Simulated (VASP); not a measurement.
# LiF (Fm-3m) in VASP: notebook

The runs below take LiF through single point, relaxation of cell and atoms, with PBE.

Everything below comes from runs of VASP 6.6.1. Logs are shortened: lines on timing, memory, paths and dates and some standing lists are left out, and cuts for length are marked.

## (1) The cell of the first run

The structure is cubic, space group Fm-3m (No. 225). Conventional cell: a = 4.048 Å, b = 4.048 Å, c = 4.048 Å, α = 90.00°, β = 90.00°, γ = 90.00°. Li (site symmetry m-3m) has 6 F at 2.02 Å within 2.7 Å. F (site symmetry m-3m) has 6 Li at 2.02 Å within 2.7 Å.

## (2) Single point, PBE

INCAR

```
SYSTEM = LiF
ALGO = Normal
EDIFF = 1E-6
ENCUT = 750
GGA = PE
GGA_COMPAT = .False.
ISIF = 2
ISMEAR = 0
LASPH = .True.
LCHARG = .False.
LREAL = .False.
LWAVE = .False.
NBANDS = 12
NELM = 120
PREC = Accurate
SIGMA = 0.01
```

KPOINTS

```
k-points
0
Gamma
  7 7 7
  0 0 0
```

POSCAR

```
LiF
1.0
    0.0000000000      2.0242163889      2.0242163889
    2.0242163889      0.0000000000      2.0242163889
    2.0242163889      2.0242163889      0.0000000000
Li F
1 1
Direct
    0.0000000000      0.0000000000      0.0000000000
    0.5000000000      0.5000000000      0.5000000000
```

Potentials or basis: VASP PAW PBE potentials, release 64 (Li_sv, F).

Started as:

```console
$ cat potpaw_PBE.64/Li_sv/POTCAR potpaw_PBE.64/F/POTCAR > POTCAR
$ mpirun -np 1 vasp_std > vasp.out
```

OUTCAR:

```text
SYSTEM = LiF
   EDIFF = 1E-6
   ENCUT = 750
   GGA = PE
   ISIF = 2
   ISMEAR = 0
   LASPH = .True.
   LREAL = .False.
   NELM = 120
   PREC = Accurate

 ion  position               nearest neighbor table
   1  0.000  0.000  0.000-   2 2.02   2 2.02   2 2.02   2 2.02   2 2.02   2 2.02
   2  0.500  0.500  0.500-   1 2.02   1 2.02   1 2.02   1 2.02   1 2.02   1 2.02

  LATTYP: Found a face centered cubic cell.
 ALAT       =     4.0484327778

  Lattice vectors:

 A1 = (   0.0000000000,   2.0242163889,   2.0242163889)
 A2 = (   2.0242163889,   0.0000000000,   2.0242163889)
 A3 = (   2.0242163889,   2.0242163889,   0.0000000000)

Analysis of symmetry for initial positions (statically):
=====================================================================
 Subroutine PRICEL returns:
 Original cell was already a primitive cell.

 Routine SETGRP: Setting up the symmetry group for a
 face centered cubic supercell.

 Subroutine GETGRP returns: Found 48 space group operations
 (whereof 48 operations were pure point group operations)
 out of a pool of 48 trial point group operations.

The static configuration has the point symmetry O_h .

Analysis of symmetry for dynamics (positions and initial velocities):
=====================================================================
 Subroutine PRICEL returns:
 Original cell was already a primitive cell.

 Routine SETGRP: Setting up the symmetry group for a
 face centered cubic supercell.

 Subroutine GETGRP returns: Found 48 space group operations
 (whereof 48 operations were pure point group operations)
 out of a pool of 48 trial point group operations.

The dynamic configuration has the point symmetry O_h .

 Subroutine INISYM returns: Found 48 space group operations
 (whereof 48 operations are pure point group operations),
 and found     1 'primitive' translations

----------------------------------------------------------------------------------------

                                     Primitive cell

  volume of cell :      16.5883

  direct lattice vectors                    reciprocal lattice vectors
     0.000000000  2.024216389  2.024216389    -0.247009165  0.247009165  0.247009165
     2.024216389  0.000000000  2.024216389     0.247009165 -0.247009165  0.247009165
     2.024216389  2.024216389  0.000000000     0.247009165  0.247009165 -0.247009165

  length of vectors
     2.862674270  2.862674270  2.862674270     0.427832424  0.427832424  0.427832424

  position of ions in fractional coordinates (direct lattice)
     0.000000000  0.000000000  0.000000000
[... 84 lines left out ...]
   NELECT =      10.0000    total number of electrons
   NUPDOWN=      -1.0000    fix difference up-down
   EMIN   =  10.00;   EMAX   =-10.00  energy-range for DOS
   EFERMI =   0.00;   METHOD = LEGACY
   ISMEAR =     0;   SIGMA  =   0.01  broadening in eV -4-tet -1-fermi 0-gaus
   EFERMI_NEDOS =   21; number of points for ismear=-14 and -15
   IALGO  =     38    algorithm
   IMIX   =      4    mixing-type and parameters
     AMIX     =   0.40;   BMIX     =  1.00
     AMIX_MAG =   1.60;   BMIX_MAG =  1.00
  volume/ion in A,a.u.               =       8.29        55.97
  Fermi-wavevector in a.u.,A,eV,Ry     =   1.382955  2.613405 26.022002  1.912563
  Thomas-Fermi vector in A             =   2.507598
   LORBIT       =      0    0 simple, 1 ext, 2 COOP (PROOUT), +10 PAW based schemes
   GGA     = PE    functional components
   LHFCALC =     F    Hartree Fock is set to
   AEXX    =    0.0000 exact exchange contribution
   IVDW    =     0    specifies the selected vdW correction
   LEPSILON=     F    determine dielectric tensor
   LRPA    =     F    only Hartree local field effects (RPA)
 non-spin polarized calculation
 Gauss-broadening in eV      SIGMA  =   0.01
  energy-cutoff  :      750.00
  volume of cell :       16.59
 maximum number of plane-waves:       785
 NGX is ok and might be reduce to    28
   NGX = 13   NGY = 13   NGZ = 13

 number of electron      10.0000000 magnetization

 Free energy of the ion-electron system (eV)
  ---------------------------------------------------
  ext. energy  EPLUGINS =         0.00000000
  ---------------------------------------------------
  free energy    TOTEN  =        -9.64479348 eV

  energy without entropy =       -9.64479348  energy(sigma->0) =       -9.64479348

 E-fermi :  -0.9706     XC(G=0):  -9.9108

 val. band max:       -1.1195342191   @ k =   0.0000   0.0000   0.0000
 cond. band min:       7.8251997054   @ k =   0.0000   0.0000   0.0000
 fundamental gap:      8.9447339246
 Fermi energy:        -0.9705998403

 k-point     1 :       0.0000    0.0000    0.0000
  band No.  band energies     occupation
      1     -42.0600      2.00000
      2     -21.0502      2.00000
      3      -1.1195      2.00000
      4      -1.1195      2.00000
      5      -1.1195      2.00000
      6       7.8252      0.00000
      7      22.6522      0.00000
      8      22.6522      0.00000
      9      22.6522      0.00000
     10      23.0606      0.00000
     11      23.0606      0.00000
     12      23.0606      0.00000
[... 271 lines left out ...]
 k-point    20 :      -0.2857    0.4286    0.1429
  band No.  band energies     occupation
      1     -41.9914      2.00000
      2     -20.4149      2.00000
      3      -3.2882      2.00000
      4      -2.9388      2.00000
      5      -1.8383      2.00000
      6      13.2949      0.00000
      7      13.7521      0.00000
      8      16.7985      0.00000
      9      17.9563      0.00000
     10      24.5549      0.00000
     11      27.9407      0.00000
     12      33.0055      0.00000

------------------------ aborting loop because EDIFF is reached ----------------------------------------

  FORCE on cell =-STRESS in cart. coord.  units (eV):
  Direction    XX          YY          ZZ          XY          YZ          ZX
  --------------------------------------------------------------------------------------
  -------------------------------------------------------------------------------------
  Total        0.0288219      0.0288219      0.0288219     -0.0000000      0.0000000      0.0000000
  in kB        2.7837668      2.7837668      2.7837668     -0.0000000      0.0000000      0.0000000
  external PRESSURE =       2.7837668 kB  Pullay stress =       0.0000000 kB

 VOLUME and BASIS-vectors are now :
 -----------------------------------------------------------------------------
  energy-cutoff  :      750.00
  volume of cell :       16.59
      direct lattice vectors                 reciprocal lattice vectors
     0.000000000  2.024216389  2.024216389    -0.247009165  0.247009165  0.247009165
     2.024216389  0.000000000  2.024216389     0.247009165 -0.247009165  0.247009165
     2.024216389  2.024216389  0.000000000     0.247009165  0.247009165 -0.247009165

 POSITION                                       TOTAL-FORCE (eV/Angst)
 -----------------------------------------------------------------------------------
      0.00000      0.00000      0.00000         0.000000      0.000000      0.000000
      2.02422      2.02422      2.02422         0.000000     -0.000000     -0.000000
 -----------------------------------------------------------------------------------
    total drift:                                0.000000      0.000000      0.000000

  FREE ENERGIE OF THE ION-ELECTRON SYSTEM (eV)
  ---------------------------------------------------
  free  energy   TOTEN  =        -9.6447934816 eV

  energy  without entropy=       -9.6447934816  energy(sigma->0) =       -9.64479348
```

OSZICAR:

```text
N       E                     dE             d eps       ncg     rms          rms(c)
DAV:   1     0.455237874740E+02    0.45524E+02   -0.69499E+03   488   0.113E+03
DAV:   2    -0.833117580107E+01   -0.53855E+02   -0.52376E+02   568   0.223E+02
DAV:   3    -0.101298369429E+02   -0.17987E+01   -0.17925E+01   644   0.350E+01
DAV:   4    -0.101534249785E+02   -0.23588E-01   -0.23586E-01   556   0.397E+00
DAV:   5    -0.101536430477E+02   -0.21807E-03   -0.21807E-03   600   0.318E-01    0.453E+00
DAV:   6    -0.963549598302E+01    0.51815E+00   -0.24881E+00   528   0.979E+00    0.143E+00
DAV:   7    -0.963862676726E+01   -0.31308E-02   -0.18344E-02   648   0.124E+00    0.876E-01
DAV:   8    -0.964467437028E+01   -0.60476E-02   -0.16087E-02   600   0.138E+00    0.119E-01
DAV:   9    -0.964468587690E+01   -0.11507E-04   -0.95599E-04   564   0.289E-01    0.459E-02
DAV:  10    -0.964479462435E+01   -0.10875E-03   -0.15261E-04   544   0.989E-02    0.165E-02
DAV:  11    -0.964479329905E+01    0.13253E-05   -0.71396E-06   620   0.255E-02    0.195E-03
DAV:  12    -0.964479348162E+01   -0.18257E-06   -0.49019E-07   560   0.642E-03
   1 F= -.96447935E+01 E0= -.96447935E+01  d E =-.229229-100
```

Run time: 8.6 s. Hardware: 1 thread of AMD EPYC 7R43 (Zen 3), shared host; peak memory 0.11 GiB.

What came out:

```
Free energy            : -9.6448 eV
Pressure               : 0.3 GPa
Band gap on the k mesh : 8.94 eV
```

## (3) Relaxation of cell and atoms, PBE, target pressure 1 GPa, at which the enthalpy is minimised

This run uses another cell than the first one, of 8.17 Å³/atom.

INCAR

```
SYSTEM = LiF
PREC = Accurate
ENCUT = 750
EDIFF = 1E-7
ISMEAR = 0
SIGMA = 0.01
LREAL = .FALSE.
LASPH = .TRUE.
NELM = 120
ALGO = Normal
ISIF = 3
LWAVE = .FALSE.
LCHARG = .FALSE.
GGA = PE
IBRION = 2
NSW = 50
EDIFFG = -0.05
PSTRESS = 10.0
GGA_COMPAT = .FALSE.
NELMIN = 4
```

KPOINTS

```
regular mesh
0
G
  7 7 7
  0 0 0
```

POSCAR

```
LiF
1.0
    0.0000000000      2.0140000000      2.0140000000
    2.0140000000      0.0000000000      2.0140000000
    2.0140000000      2.0140000000      0.0000000000
Li F
1 1
Direct
    0.0000000000      0.0000000000      0.0000000000
    0.5000000000      0.5000000000      0.5000000000
```

Potentials or basis: VASP PAW PBE potentials, release 64 (Li_sv, F).

Started as:

```console
$ cat potpaw_PBE.64/Li_sv/POTCAR potpaw_PBE.64/F/POTCAR > POTCAR
$ mpirun -np 1 vasp_std > vasp.out
```

OUTCAR:

```text
SYSTEM = LiF
   PREC = Accurate
   ENCUT = 750
   EDIFF = 1E-7
   ISMEAR = 0
   LREAL = .FALSE.
   LASPH = .TRUE.
   NELM = 120
   ISIF = 3
   GGA = PE
   IBRION = 2
   NSW = 50
   EDIFFG = -0.05
   PSTRESS = 10.0
   NELMIN = 4

 ion  position               nearest neighbor table
   1  0.000  0.000  0.000-   2 2.01   2 2.01   2 2.01   2 2.01   2 2.01   2 2.01
   2  0.500  0.500  0.500-   1 2.01   1 2.01   1 2.01   1 2.01   1 2.01   1 2.01

  LATTYP: Found a face centered cubic cell.
 ALAT       =     4.0280000000

  Lattice vectors:

 A1 = (   0.0000000000,   2.0140000000,   2.0140000000)
 A2 = (   2.0140000000,   0.0000000000,   2.0140000000)
 A3 = (   2.0140000000,   2.0140000000,   0.0000000000)

Analysis of symmetry for initial positions (statically):
=====================================================================
 Subroutine PRICEL returns:
 Original cell was already a primitive cell.

 Routine SETGRP: Setting up the symmetry group for a
 face centered cubic supercell.

 Subroutine GETGRP returns: Found 48 space group operations
 (whereof 48 operations were pure point group operations)
 out of a pool of 48 trial point group operations.
[... 170 lines left out ...]
      2     -21.0010      2.00000
      3      -1.0291      2.00000
      4      -1.0291      2.00000
      5      -1.0291      2.00000
      6       8.0487      0.00000
      7      22.9434      0.00000
      8      22.9434      0.00000
      9      22.9435      0.00000
[... 217 lines left out ...]
 k-point    20 :      -0.2857    0.4286    0.1429
  band No.  band energies     occupation
      1     -41.8610      2.00000
      2     -20.3456      2.00000
      3      -3.2467      2.00000
      4      -2.8879      2.00000
      5      -1.7622      2.00000
      6      13.4997      0.00000
      7      13.9688      0.00000
      8      17.0432      0.00000
      9      18.2381      0.00000

------------------------ aborting loop because EDIFF is reached ----------------------------------------

  FORCE on cell =-STRESS in cart. coord.  units (eV):
  Direction    XX          YY          ZZ          XY          YZ          ZX
  --------------------------------------------------------------------------------------
  -------------------------------------------------------------------------------------
  Total        0.1428858      0.1428858      0.1428858     -0.0000000     -0.0000000     -0.0000000
  in kB       14.0117139     14.0117139     14.0117139     -0.0000000     -0.0000000     -0.0000000
  external PRESSURE =       4.0117139 kB  Pullay stress =      10.0000000 kB

 VOLUME and BASIS-vectors are now :
 -----------------------------------------------------------------------------
  energy-cutoff  :      750.00
  volume of cell :       16.34
      direct lattice vectors                 reciprocal lattice vectors
     0.000000000  2.014000000  2.014000000    -0.248262165  0.248262165  0.248262165
     2.014000000  0.000000000  2.014000000     0.248262165 -0.248262165  0.248262165
     2.014000000  2.014000000  0.000000000     0.248262165  0.248262165 -0.248262165

 POSITION                                       TOTAL-FORCE (eV/Angst)
 -----------------------------------------------------------------------------------
      0.00000      0.00000      0.00000        -0.000000      0.000000      0.000000
      2.01400      2.01400      2.01400         0.000000     -0.000000     -0.000000
 -----------------------------------------------------------------------------------
    total drift:                                0.000000      0.000000      0.000000

  FREE ENERGIE OF THE ION-ELECTRON SYSTEM (eV)
  ---------------------------------------------------
  free  energy   TOTEN  =        -9.6426119409 eV

  energy  without entropy=       -9.6426119409  energy(sigma->0) =       -9.64261194

  enthalpy is  TOTEN    =        -9.5406359787 eV   P V=        0.1019759622

 reached required accuracy - stopping structural energy minimisation
```

OSZICAR:

```text
N       E                     dE             d eps       ncg     rms          rms(c)
DAV:   1     0.471834446403E+02    0.47183E+02   -0.69195E+03   368   0.148E+03
DAV:   2    -0.853771721464E+01   -0.55721E+02   -0.54407E+02   391   0.251E+02
DAV:   3    -0.101171625021E+02   -0.15794E+01   -0.15758E+01   455   0.427E+01
DAV:   4    -0.101505323453E+02   -0.33370E-01   -0.33277E-01   500   0.539E+00
DAV:   5    -0.101508493924E+02   -0.31705E-03   -0.31700E-03   464   0.399E-01    0.452E+00
DAV:   6    -0.963336865457E+01    0.51748E+00   -0.27671E+00   365   0.131E+01    0.142E+00
DAV:   7    -0.963644473783E+01   -0.30761E-02   -0.19797E-02   508   0.164E+00    0.866E-01
DAV:   8    -0.964242370699E+01   -0.59790E-02   -0.16692E-02   480   0.178E+00    0.102E-01
DAV:   9    -0.964252424518E+01   -0.10054E-03   -0.82272E-04   411   0.330E-01    0.428E-02
DAV:  10    -0.964261189398E+01   -0.87649E-04   -0.14699E-04   414   0.122E-01    0.882E-03
DAV:  11    -0.964261181170E+01    0.82280E-07   -0.30924E-06   516   0.235E-02    0.137E-03
DAV:  12    -0.964261195633E+01   -0.14463E-06   -0.55348E-07   409   0.884E-03    0.113E-03
DAV:  13    -0.964261194087E+01    0.15452E-07   -0.69787E-08   296   0.284E-03
   1 F= -.95406360E+01 E0= -.95406360E+01  d E =-.954064E+01
```

CONTCAR:

```text
LiF
   1.00000000000000
     0.0000000000000000    2.0139999999999998    2.0139999999999998
     2.0139999999999998    0.0000000000000000    2.0139999999999998
     2.0139999999999998    2.0139999999999998    0.0000000000000000
  Li              F
     1     1
Direct
     0.0000000000000000    0.0000000000000000    0.0000000000000000
     0.5000000000000000    0.5000000000000000    0.5000000000000000

  0.00000000E+00  0.00000000E+00  0.00000000E+00
  0.00000000E+00  0.00000000E+00  0.00000000E+00
```

Wall time 7.6 s (1 thread of AMD EPYC 7R43 (Zen 3), shared host); peak memory 0.11 GiB.

Results:

| Quantity | Value |
| --- | --- |
| Free energy | -9.6426 eV |
| Pressure after relaxing | 1.4 GPa |
| Band gap on the k mesh | 9.08 eV |

Final structure:
```
Li F
1.0
     0.00000    2.01400    2.01400
     2.01400    0.00000    2.01400
     2.01400    2.01400    0.00000
Li F
1 1
Direct
  0.00000 0.00000 0.00000
  0.50000 0.50000 0.50000
```

Caveat: the relaxation stopped at its first step, so nothing moved; the cell is relaxed towards a set pressure, so the run minimises the enthalpy, not the energy.
